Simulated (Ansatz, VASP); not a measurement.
## Bi in VASP and in Ansatz

```xyz
1
Lattice="0.0000 2.6536 2.6536 2.6536 0.0000 2.6536 2.6536 2.6536 0.0000" Properties=species:S:1:pos:R:3 pbc="T T T"
Bi    0.0000    0.0000    0.0000
```

Alike in both runs: task single point; functional BLYP; k mesh 12 × 12 × 12; occupations fermi-dirac, width 0.1 eV; no spin polarisation.

```csv
,VASP,Ansatz
version,VASP 6.6.1,Ansatz 0.2.0
potentials or method,"VASP PAW PBE potentials, release 64 (Bi_d), cutoff 520 eV","plane waves (420 eV) with PAW, scalar-relativistic"
valence electrons in the cell,15,15
```

```tsv
	VASP	Ansatz	Ansatz less VASP
pressure (GPa)	-2.7	-2.7	-0.02
```

VASP's potentials were made for PBE, not for BLYP.

Spin-orbit coupling is off throughout.
